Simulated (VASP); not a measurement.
A run of VASP 6.6.1 is set up as follows.

The input INCAR:

```
SYSTEM = GaW2
ALGO = Normal ; EDIFF = 1E-7
EDIFFG = -0.04 ; ENCUT = 600
GGA = PE ; IBRION = 2
ISIF = 3 ; ISMEAR = 0
LASPH = .True. ; LCHARG = .False.
LREAL = .False. ; LWAVE = .False.
NELM = 60 ; NSW = 90
PREC = Accurate ; SIGMA = 0.1
```

File KPOINTS:

```
k-points
0
Gamma
  8 8 8
  0 0 0
```

POSCAR

```
GaW2
1.0
   -1.6956902769      1.6956902769      4.1597402104
    1.6956902769     -1.6956902769      4.1597402104
    1.6956902769      1.6956902769     -4.1597402104
Ga W
1 2
Direct
    0.0000000000      0.0000000000      0.0000000000
    0.6650000000      0.6650000000      0.0000000000
    0.3350000000      0.3350000000      0.0000000000
```

Potentials or basis: VASP PAW PBE potentials, release 64 (Ga_d, W_sv).

Launch:

```sh
$ cat potpaw_PBE.64/Ga_d/POTCAR potpaw_PBE.64/W_sv/POTCAR > POTCAR
$ mpirun -np 1 vasp_std > vasp.out
```

(1) Predict the space group after relaxing (to 0.1 Å).

(2) Predict the relaxed cell.

(3) What does it give for the band gap on the k mesh?

Answers

(1) I4/mmm (No. 139).

(2) a = 4.938 Å, b = 4.938 Å, c = 4.938 Å, α = 140.98°, β = 140.98°, γ = 56.36°.

(3) zero (an odd number of electrons rules out a gap without spin polarisation).

Caveat: spin-orbit coupling is left out, which moves the levels of the heavy elements.
